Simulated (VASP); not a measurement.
# Ga2SnTe2 (P-3m1) in VASP: further runs

Ga2SnTe2 is run at these levels: PBE; tasks: relaxation of cell and atoms, single point.

Program: VASP 6.6.1. These are calculated values, not measurements. Logs are shortened: lines on timing, memory, paths and dates and some standing lists are left out, and cuts for length are marked.

## 1. The cell of the first run

Symmetry: P-3m1, No. 164, trigonal system. Conventional cell: a = 4.204 Å, b = 4.204 Å, c = 9.503 Å, α = 90.00°, β = 90.00°, γ = 120.00°. Ga (site symmetry 3m) has 3 Te at 2.57 Å and 1 Sn at 2.69 Å within 3.4 Å. Sn (site symmetry -3m) has 2 Ga at 2.69 Å within 3.5 Å. Te (site symmetry 3m) has 3 Ga at 2.57 Å and 3 Te at 3.42 Å within 3.5 Å.

The cell was built from a structure type or drawn by symmetry, and may not be a known phase.

## 2. Relaxation of cell and atoms, PBE

Input file INCAR:

```
SYSTEM = Ga2SnTe2
PREC = Accurate ; ENCUT = 600
EDIFF = 1E-7 ; ISMEAR = 0
SIGMA = 0.1 ; LREAL = .False.
LASPH = .True. ; NELM = 60
ALGO = Normal ; ISIF = 3
LWAVE = .False. ; LCHARG = .False.
GGA = PE ; IBRION = 2
NSW = 90 ; EDIFFG = -0.04
```

Input file KPOINTS:

```
regular mesh
0
Gamma
  6 6 2
  0 0 0
```

Input file POSCAR:

```
Ga2SnTe2
1.0
    4.2042499300      0.0000000000      0.0000000000
   -2.1021249600      3.6409872400      0.0000000000
    0.0000000000      0.0000000000      9.5026033300
Ga Sn Te
2 1 2
Direct
    0.0000000000      0.0000000000      0.2173692000
    0.0000000000      0.0000000000      0.7826308000
    0.0000000000      0.0000000000      0.5000000000
    0.3333333300      0.6666666700      0.1269375000
    0.6666666700      0.3333333300      0.8730625000
```

Potentials or basis: VASP PAW PBE potentials, release 64 (Ga_d, Sn_d, Te).

Started as:

```sh
$ cat potpaw_PBE.64/Ga_d/POTCAR potpaw_PBE.64/Sn_d/POTCAR potpaw_PBE.64/Te/POTCAR > POTCAR
$ mpirun -np 1 vasp_std > vasp.out
```

OUTCAR:

```text
SYSTEM = Ga2SnTe2
   PREC = Accurate
   ENCUT = 600
   EDIFF = 1E-7
   ISMEAR = 0
   LREAL = .False.
   LASPH = .True.
   NELM = 60
   ISIF = 3
   GGA = PE
   IBRION = 2
   NSW = 90
   EDIFFG = -0.04

 ion  position               nearest neighbor table
   1  0.000  0.000  0.217-   4 2.57   4 2.57   4 2.57   3 2.69
   2  0.000  0.000  0.783-   5 2.57   5 2.57   5 2.57   3 2.69
   3  0.000  0.000  0.500-   1 2.69   2 2.69
   4  0.333  0.667  0.127-   1 2.57   1 2.57   1 2.57   5 3.42   5 3.42   5 3.42
   5  0.667  0.333  0.873-   2 2.57   2 2.57   2 2.57   4 3.42   4 3.42   4 3.42

  LATTYP: Found a hexagonal cell.
 ALAT       =     4.2042499300
 C/A-ratio  =     2.2602374950

  Lattice vectors:

 A1 = (   4.2042499300,   0.0000000000,   0.0000000000)
 A2 = (  -2.1021249600,   3.6409872400,   0.0000000000)
 A3 = (   0.0000000000,   0.0000000000,   9.5026033300)

Analysis of symmetry for initial positions (statically):
=====================================================================
 Subroutine PRICEL returns:
 Original cell was already a primitive cell.

 Routine SETGRP: Setting up the symmetry group for a
 hexagonal supercell.

 Subroutine GETGRP returns: Found 12 space group operations
 (whereof 12 operations were pure point group operations)
 out of a pool of 24 trial point group operations.

The static configuration has the point symmetry D_3d.

Analysis of symmetry for dynamics (positions and initial velocities):
=====================================================================
 Subroutine PRICEL returns:
 Original cell was already a primitive cell.

 Routine SETGRP: Setting up the symmetry group for a
 hexagonal supercell.

 Subroutine GETGRP returns: Found 12 space group operations
 (whereof 12 operations were pure point group operations)
 out of a pool of 24 trial point group operations.

The dynamic configuration has the point symmetry D_3d.

 Subroutine INISYM returns: Found 12 space group operations
 (whereof 12 operations are pure point group operations),
 and found     1 'primitive' translations

----------------------------------------------------------------------------------------

                                     Primitive cell

  volume of cell :     145.4622

  direct lattice vectors                    reciprocal lattice vectors
     4.204249930  0.000000000  0.000000000     0.237854556  0.137325392  0.000000000
    -2.102124960  3.640987240  0.000000000     0.000000000  0.274650784  0.000000000
     0.000000000  0.000000000  9.502603330     0.000000000  0.000000000  0.105234320

  length of vectors
     4.204249930  4.204249925  9.502603330     0.274650784  0.274650784  0.105234320

  position of ions in fractional coordinates (direct lattice)
     0.000000000  0.000000000  0.217369200
     0.000000000  0.000000000  0.782630800
     0.000000000  0.000000000  0.500000000
     0.333333330  0.666666670  0.126937500
     0.666666670  0.333333330  0.873062500

  ion indices of the primitive-cell ions
   primitive index   ion index
                 1           1
                 2           2
                 3           3
                 4           4
                 5           5

----------------------------------------------------------------------------------------

 KPOINTS: regular mesh

Automatic generation of k-mesh.
 Grid dimensions read from file:
 generate k-points for:    6    6    2

 Generating k-lattice:

  Cartesian coordinates                     Fractional coordinates (reciprocal lattice)
     0.039642426  0.022887565  0.000000000     0.166666667  0.000000000  0.000000000
     0.000000000  0.045775131  0.000000000     0.000000000  0.166666667  0.000000000
     0.000000000  0.000000000  0.052617160     0.000000000  0.000000000  0.500000000

  Length of vectors
     0.045775131  0.045775131  0.052617160

  Shift w.r.t. Gamma in fractional coordinates (k-lattice)
     0.000000000  0.000000000  0.000000000

 Subroutine IBZKPT returns following result:
 ===========================================

 Found     14 irreducible k-points:

 Following reciprocal coordinates:
            Coordinates               Weight
  0.000000  0.000000  0.000000      1.000000
  0.166667  0.000000  0.000000      6.000000
  0.333333  0.000000  0.000000      6.000000
  0.500000  0.000000  0.000000      3.000000
  0.166667  0.166667  0.000000      6.000000
  0.333333  0.166667  0.000000     12.000000
  0.333333  0.333333  0.000000      2.000000
  0.000000  0.000000  0.500000      1.000000
  0.166667  0.000000  0.500000      6.000000
  0.333333  0.000000  0.500000      6.000000
  0.500000  0.000000  0.500000      3.000000
  0.166667  0.166667  0.500000      6.000000
  0.333333  0.166667  0.500000     12.000000
  0.333333  0.333333  0.500000      2.000000
   k-points           NKPTS =     14   k-points in BZ     NKDIM =     14   number of bands    NBANDS=     31
   number of dos      NEDOS =    301   number of ions     NIONS =      5
   total plane-waves  NPLWV = 103680
   dimension x,y,z NGX =    36 NGY =   36 NGZ =   80
   dimension x,y,z NGXF=    72 NGYF=   72 NGZF=  160
   ions per type =               2   1   2
   NGX,Y,Z   is equivalent  to a cutoff of  14.24, 14.24, 14.00 a.u.
   NGXF,Y,Z  is equivalent  to a cutoff of  28.47, 28.47, 27.99 a.u.
 SYSTEM =  Ga2SnTe2
   PREC   = accura    normal or accurate (medium, high low for compatibility)
   ISTART =      0    job   : 0-new  1-cont  2-samecut
   ICHARG =      2    charge: 1-file 2-atom 10-const
   ISPIN  =      1    spin polarized calculation?
   LNONCOLLINEAR =      F non collinear calculations
   LSORBIT =      F    spin-orbit coupling
   LASPH  =      T    aspherical Exc in radial PAW
   ENCUT  =  600.0 eV  44.10 Ry    6.64 a.u.   8.40  8.40 18.98*2*pi/ulx,y,z
   NELM   =     60;   NELMIN=  2; NELMDL= -5     # of ELM steps
   EDIFF  = 0.1E-06   stopping-criterion for ELM
   LREAL  =      F    real-space projection
   EDIFFG = -.4E-01   stopping-criterion for IOM
   NSW    =     90    number of steps for IOM
   IBRION =      2    ionic relax: 0-MD 1-quasi-New 2-CG
   NFREE  =      1    steps in history (QN), initial steepest desc. (CG)
   ISIF   =      3    stress and relaxation
   ISYM   =      2    0-nonsym 1-usesym 2-fastsym
   POTIM  = 0.5000    time-step for ionic-motion
   TEBEG  =    0.0;   TEEND  =   0.0 temperature during run
   PSTRESS=    0.0 pullay stress
   NELECT =      52.0000    total number of electrons
   NUPDOWN=      -1.0000    fix difference up-down
   EMIN   =  10.00;   EMAX   =-10.00  energy-range for DOS
   EFERMI =   0.00;   METHOD = LEGACY
   ISMEAR =     0;   SIGMA  =   0.10  broadening in eV -4-tet -1-fermi 0-gaus
   EFERMI_NEDOS =   21; number of points for ismear=-14 and -15
   IALGO  =     38    algorithm
   IMIX   =      4    mixing-type and parameters
     AMIX     =   0.40;   BMIX     =  1.00
     AMIX_MAG =   1.60;   BMIX_MAG =  1.00
  volume/ion in A,a.u.               =      29.09       196.33
  Fermi-wavevector in a.u.,A,eV,Ry     =   1.161874  2.195624 18.367214  1.349952
  Thomas-Fermi vector in A             =   2.298442
   LORBIT       =      0    0 simple, 1 ext, 2 COOP (PROOUT), +10 PAW based schemes
   GGA     = PE    functional components
   LHFCALC =     F    Hartree Fock is set to
   AEXX    =    0.0000 exact exchange contribution
   IVDW    =     0    specifies the selected vdW correction
   LEPSILON=     F    determine dielectric tensor
   LRPA    =     F    only Hartree local field effects (RPA)
 conjugate gradient relaxation of ions
 non-spin polarized calculation
 Gauss-broadening in eV      SIGMA  =   0.10
  energy-cutoff  :      600.00
  volume of cell :      145.46
 maximum number of plane-waves:      4915
 NGX is ok and might be reduce to    36
   NGX = 17   NGY = 17   NGZ = 37

--------------------------------------- Ionic step        1  -------------------------------------------

 number of electron      52.0000011 magnetization

 Free energy of the ion-electron system (eV)
  ---------------------------------------------------
  ext. energy  EPLUGINS =         0.00000000
  ---------------------------------------------------
  free energy    TOTEN  =       -15.23444657 eV

  energy without entropy =      -15.22776277  energy(sigma->0) =      -15.23110467

 E-fermi :   5.7966     XC(G=0):  -9.2995

 val. band max:        5.7866735744   @ k =   0.1667   0.1667   0.5000
 cond. band min:       5.9426406251   @ k =   0.3333   0.0000   0.5000
 fundamental gap:      0.1559670507
 Fermi energy:         5.7965525067

 k-point     1 :       0.0000    0.0000    0.0000
  band No.  band energies     occupation
      1     -15.8087      2.00000
      2     -15.8087      2.00000
      3     -15.7481      2.00000
      4     -15.7195      2.00000
      5     -15.7195      2.00000
      6      -9.9480      2.00000
[... 575 lines left out ...]
  FREE ENERGIE OF THE ION-ELECTRON SYSTEM (eV)
  ---------------------------------------------------
  free  energy   TOTEN  =       -15.7546535622 eV

  energy  without entropy=      -15.7449106114  energy(sigma->0) =      -15.74978209

[... ionic steps 4 to 26 ...]

--------------------------------------- Ionic step       27  -------------------------------------------

 number of electron      52.0000014 magnetization

------------------------ aborting loop because EDIFF is reached ----------------------------------------

  FORCE on cell =-STRESS in cart. coord.  units (eV):
  Direction    XX          YY          ZZ          XY          YZ          ZX
  --------------------------------------------------------------------------------------
  -------------------------------------------------------------------------------------
  Total        0.0670126      0.0670126      0.4954236      0.0000000     -0.0000000      0.0000000
  in kB        0.6549315      0.6549315      4.8419048      0.0000000     -0.0000000      0.0000000
  external PRESSURE =       2.0505893 kB  Pullay stress =       0.0000000 kB
[... 63 lines left out ...]
  energy  without entropy=      -16.3691614293  energy(sigma->0) =      -16.37134082

--------------------------------------- Ionic step       29  -------------------------------------------

 number of electron      52.0000007 magnetization

 Free energy of the ion-electron system (eV)
  ---------------------------------------------------
  ext. energy  EPLUGINS =         0.00000000
  ---------------------------------------------------
  free energy    TOTEN  =       -16.37442629 eV

  energy without entropy =      -16.37003467  energy(sigma->0) =      -16.37223048

 E-fermi :   4.5003     XC(G=0):  -8.7133

 val. band max:        4.3678385785   @ k =   0.3333   0.3333   0.0000
 cond. band min:       4.5961099026   @ k =   0.3333   0.1667   0.0000
 fundamental gap:      0.2282713242
 Fermi energy:         4.5002822428

 k-point     1 :       0.0000    0.0000    0.0000
  band No.  band energies     occupation
      1     -17.3005      2.00000
      2     -17.3005      2.00000
      3     -17.2631      2.00000
      4     -17.2257      2.00000
      5     -17.2257      2.00000
      6     -10.9610      2.00000
[... 497 lines left out ...]
  FREE ENERGIE OF THE ION-ELECTRON SYSTEM (eV)
  ---------------------------------------------------
  free  energy   TOTEN  =       -16.3744262945 eV

  energy  without entropy=      -16.3700346711  energy(sigma->0) =      -16.37223048

 reached required accuracy - stopping structural energy minimisation
```

It took 16 min on 1 thread of Intel Xeon 6975P-C (Granite Rapids), shared host; peak memory 0.37 GiB.

Results:

```yaml
Free_energy: -16.3744 eV
Relaxed_volume: 33.01 Å³/atom
Relaxed_cell: a = 4.034 Å, b = 4.034 Å, c = 11.713 Å, α = 90.00°, β = 90.00°, γ = 120.00°
Space_group_after_relaxing_to_0.1_Å: P-3m1 (No. 164)
Energy_gained_by_relaxing: 228.0 meV/atom
Ionic_steps: 29
Pressure_after_relaxing: -0.1 GPa
Largest_force_after_relaxing: 0.036 eV/Å
Band_gap_on_the_k_mesh: zero (bands 26 and 27 overlap by 2.03 eV)
```

Forces on the atoms (eV/Å):
```
Ga   0.000  0.000 -0.036
Ga   0.000  0.000  0.036
Sn   0.000  0.000  0.000
Te   0.000  0.000  0.035
Te   0.000  0.000 -0.035
```

Step by step:
```csv
step,energy change (eV),largest force (eV/Å),pressure (GPa),volume (Å³)
1,0.0000,1.5984,5.99,145.46
2,-0.5172,0.5247,-1.20,169.58
3,-0.5202,0.6011,-0.80,167.55
4,-0.6327,0.5674,-0.83,166.18
5,-0.8561,0.5457,-0.79,161.44
6,-0.8627,0.7206,-0.77,159.84
7,-0.8642,0.6546,-0.78,160.46
8,-0.9282,0.4066,0.81,153.66
9,-0.9306,0.4106,1.25,152.05
10,-0.9812,0.3168,1.11,152.63
11,-1.0674,0.1245,1.03,154.37
12,-1.0758,0.2038,1.11,155.09
13,-1.1176,0.2352,-0.45,162.75
14,-1.1177,0.2306,-0.47,162.54
15,-1.1255,0.1642,0.00,161.99
16,-1.1257,0.1301,-0.08,162.06
17,-1.1289,0.1016,0.16,161.43
18,-1.1292,0.0892,0.26,161.18
19,-1.1313,0.0476,0.05,162.14
20,-1.1314,0.0658,-0.02,162.46
21,-1.1335,0.0770,-0.10,163.07
22,-1.1351,0.0959,-0.23,164.04
23,-1.1368,0.0459,-0.04,163.63
24,-1.1372,0.0743,0.11,163.33
25,-1.1384,0.0478,0.13,163.50
26,-1.1389,0.0242,0.16,163.64
27,-1.1389,0.0243,0.21,163.93
28,-1.1391,0.0095,0.18,163.78
29,-1.1400,0.0357,-0.05,165.05
```

Final structure:
```xyz
5
Lattice="4.0338 0.0000 0.0000 -2.0169 3.4933 0.0000 0.0000 0.0000 11.7127" Properties=species:S:1:pos:R:3 pbc="T T T"
Ga    0.0000    0.0000    3.1611
Ga    2.0169    3.4933    8.5517
Sn   -2.0169    3.4933    5.8564
Te    0.0000    2.3289    1.8386
Te    2.0169    1.1644    9.8741
```

Levels at points of the mesh, in eV from the Fermi level:
| k point | band 23 | band 24 | band 25 | band 26 | band 27 | band 28 | band 29 | band 30 |
| --- | --- | --- | --- | --- | --- | --- | --- | --- |
| (0.00, 0.00, 0.00) | -1.22 | -1.17 | -1.17 | -0.14 | 1.41 | 2.42 | 2.42 | 2.51 |
| (0.50, 0.00, 0.00) | -2.80 | -2.62 | -2.46 | -1.65 | -0.23 | 1.21 | 1.49 | 1.51 |
| (0.00, 0.00, 0.50) | -1.23 | -1.15 | -1.15 | 0.98 | 1.08 | 2.36 | 2.36 | 2.59 |
| (0.50, 0.00, 0.50) | -2.60 | -2.53 | -2.49 | -1.39 | -0.51 | 1.39 | 1.54 | 1.69 |

Caveat: a cell axis changed by over 15 % at a fixed basis, so the end point is rough; spin-orbit coupling is left out, which moves the levels of the heavy elements; this functional lacks dispersion, which binds the layers, so the pressure and a relaxed spacing across them are unreliable.

## 3. Single point, PBE

This run uses another cell than the first one, of 33.48 Å³/atom.

Input file INCAR:

```
PREC = Accurate
ENCUT = 520
EDIFF = 1E-6
ISMEAR = 0
SIGMA = 0.1
LREAL = False
LASPH = True
NELM = 100
ALGO = Fast
ISIF = 2
LWAVE = False
LCHARG = True
GGA = PE
LELF = True
LVHAR = True
NBANDS = 34
```

Input file KPOINTS:

```
regular mesh
0
Gamma
  12 12 4
```

Input file POSCAR:

```
Ga2SnTe2
1.0
    4.0138391798      0.0000000000      0.0000000000
   -2.0069195899      3.4760866964      0.0000000000
    0.0000000000      0.0000000000     11.9989070049
Ga Sn Te
2 1 2
Direct
    0.0000000000      0.0000000000      0.2764035089
    0.0000000000      0.0000000000      0.7235964911
    0.0000000000      0.0000000000      0.5000000000
    0.3333333333      0.6666666667      0.1659487308
    0.6666666667      0.3333333333      0.8340512692
```

Potentials or basis: VASP PAW PBE potentials, release 64 (Ga_d, Sn_d, Te).

Started as:

```sh
$ cat potpaw_PBE.64/Ga_d/POTCAR potpaw_PBE.64/Sn_d/POTCAR potpaw_PBE.64/Te/POTCAR > POTCAR
$ mpirun -np 1 vasp_std > vasp.out
```

It took 4.4 min on 1 thread of Intel Xeon 6975P-C (Granite Rapids), shared host; peak memory 0.54 GiB.

Results (log left out):

* Free energy: -16.3859 eV
* Pressure: 0.0 GPa
* Largest force: 0.021 eV/Å
* Band gap on the k mesh: zero (bands 26 and 27 overlap by 2.01 eV)

Forces on the atoms (eV/Å):
```
Ga   0.000  0.000  0.017
Ga   0.000  0.000 -0.017
Sn   0.000  0.000  0.000
Te   0.000  0.000 -0.021
Te   0.000  0.000  0.021
```

Levels at points of the mesh, in eV from the Fermi level:
```tsv
k point	band 22	band 23	band 24	band 25	band 26	band 27	band 28	band 29	band 30	band 31
(0.00, 0.00, 0.00)	-1.10	-1.10	-1.08	-1.08	0.02	1.52	2.56	2.56	2.61	3.37
(0.50, 0.00, 0.00)	-2.96	-2.68	-2.52	-2.41	-1.52	-0.19	1.31	1.61	1.66	3.42
(0.00, 0.00, 0.50)	-1.12	-1.12	-1.06	-1.06	0.97	1.24	2.53	2.53	2.70	3.44
(0.50, 0.00, 0.50)	-3.07	-2.50	-2.48	-2.44	-1.33	-0.39	1.45	1.69	1.75	2.53
```

Caveat: spin-orbit coupling is left out, which moves the levels of the heavy elements; this functional lacks dispersion, which binds the layers, so the pressure and a relaxed spacing across them are unreliable.
